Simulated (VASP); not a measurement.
Na2Ru, 6 atoms in the cell. The structure is tetragonal, space group P4/nmm (No. 129). Conventional cell: a = 4.040 Å, b = 4.040 Å, c = 6.165 Å, α = 90.00°, β = 90.00°, γ = 90.00°. Na (site symmetry -4m2) has 8 Na at 2.62 to 2.86 Å and 4 Ru at 2.74 Å within 3.5 Å. Within 3.6 Å of Na (site symmetry 4mm) lie 4 Na at 2.62 Å and 6 Ru at 2.65 to 3.51 Å. Ru (site symmetry 4mm) has 10 Na at 2.65 to 3.51 Å within 3.6 Å. 

```yaml
Program: VASP 6.6.1
Task: relaxation of cell and atoms
Functional: PBE
Potentials_or_basis: VASP PAW PBE potentials, release 64 (Na_sv, Ru_sv)
Cutoff: 1130 eV
k_mesh: 4 × 4 × 4
Occupations: gaussian, width 0.1 eV
Spin: no spin polarisation
Dipole_correction: no
Further_INCAR_settings: ALGO = Normal; EDIFF = 1e-07; IBRION = 2; EDIFFG = -0.04; NSW = 90; ISIF = 3
```

Potentials or basis: VASP PAW PBE potentials, release 64 (Na_sv, Ru_sv).

Run with:

```bash
$ cat potpaw_PBE.64/Na_sv/POTCAR potpaw_PBE.64/Ru_sv/POTCAR > POTCAR
$ mpirun -np 1 vasp_std > vasp.out
```

Hardware: 1 thread of Intel(R) Xeon(R) 6975P-C (Granite Rapids) (shared host).

Problem. Estimate the wall time of this run.

Solution. Run time: 74 min on 1 thread of Intel(R) Xeon(R) 6975P-C (Granite Rapids), with other jobs on the host, peak memory 0.58 GiB. Counts: scf iterations 443, k points 18, ion steps 35.
